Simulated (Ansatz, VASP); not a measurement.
**Ti: VASP beside Ansatz**

```xyz
1
Lattice="0.0000 2.0434 2.0434 2.0434 0.0000 2.0434 2.0434 2.0434 0.0000" Properties=species:S:1:pos:R:3 pbc="T T T"
Ti    0.0000    0.0000    0.0000
```

Change from the starting cell: volume scaled by 1.02.

Alike in both runs: task single point; functional LDA; k mesh 15 × 15 × 15; occupations fermi-dirac, width 0.05 eV; no spin polarisation.

|  | VASP | Ansatz |
| --- | --- | --- |
| version | VASP 6.6.1 | Ansatz 0.2.0 |
| potentials or method | VASP PAW LDA potentials, release 64 (Ti_sv), cutoff 500 eV | all-electron LAPW, scalar-relativistic |

```csv
,VASP,Ansatz,Ansatz less VASP
pressure (GPa),-7.0,-6.8,+0.16
```

LDA's correlation is that of Perdew and Zunger in VASP and of Perdew and Wang (1992) in Ansatz. Ansatz ran all-electron here, and VASP with PAW potentials.
